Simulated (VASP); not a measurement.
Wanted: the native input for a VASP 6.6.1 run.

```yaml
Task: relaxation of cell and atoms
Functional: PBE
Potentials_or_basis: VASP PAW PBE potentials, release 64 (As)
Cutoff: 600 eV
k_mesh: 13 × 13 × 13
Occupations: fermi-dirac, width 0.08 eV
Spin: no spin polarisation
Target_pressure: 9.3 GPa
Dipole_correction: no
Further_INCAR_settings: ALGO = Normal; EDIFF = 1e-06; IBRION = 2; EDIFFG = -0.005; NSW = 32; ISIF = 3
```

The structure of As lies in POSCAR:

```
As
1.0
    1.8618634550     -1.0749473669      3.2021053508
    0.0000000000      2.1498947338      3.2021053508
   -1.8618634550     -1.0749473669      3.2021053508
As
2
Direct
    0.2342070943      0.2342070943      0.2342070943
   -0.2342070943     -0.2342070943     -0.2342070943
```

The input as run:

INCAR

```
SYSTEM = As
PREC     = Accurate       ! precision mode
ENCUT    = 600            ! plane-wave cutoff, eV
EDIFF    = 1E-6           ! SCF threshold, eV
ISMEAR   = -1             ! smearing method
SIGMA    = 0.08           ! smearing width, eV
LREAL    = .False.        ! projectors in reciprocal space
LASPH    = .True.         ! aspherical terms in the spheres
NELM     = 60             ! most SCF steps
ALGO     = Normal         ! electronic algorithm
ISIF     = 3              ! what is computed and relaxed
LWAVE    = .False.        ! write WAVECAR
LCHARG   = .False.        ! write CHGCAR
GGA      = PE             ! functional
IBRION   = 2              ! ionic algorithm
NSW      = 32             ! ionic steps
EDIFFG   = -0.005         ! ionic threshold
PSTRESS  = 93.0
```

KPOINTS

```
Automatic mesh
0
Gamma
  13 13 13
  0 0 0
```

Potentials or basis: VASP PAW PBE potentials, release 64 (As).

Command:

```console
$ cat potpaw_PBE.64/As/POTCAR > POTCAR
$ mpirun -np 1 vasp_std > vasp.out
```

It gave:

```json
{"Relaxed volume": "19.27 Å³/atom", "Relaxed cell": "a = 3.858 Å, b = 3.858 Å, c = 3.858 Å, α = 57.79°, β = 57.79°, γ = 57.79°", "Space group after relaxing (to 0.05 Å)": "R-3m (No. 166)", "Energy change on relaxing (the enthalpy is what falls)": "-2.6 meV/atom", "Ionic steps": "9", "Pressure after relaxing": "9.3 GPa", "Band gap on the k mesh": "zero (band 5 reaches 6.70 eV, above the bottom of band 6 at 6.56 eV)"}
```

Caveat: the cell is relaxed towards a set pressure, so the enthalpy falls and the energy may rise.

It took 2.3 min on 1 thread of Intel Xeon 6975P-C, on a shared host, peak memory 0.26 GiB.
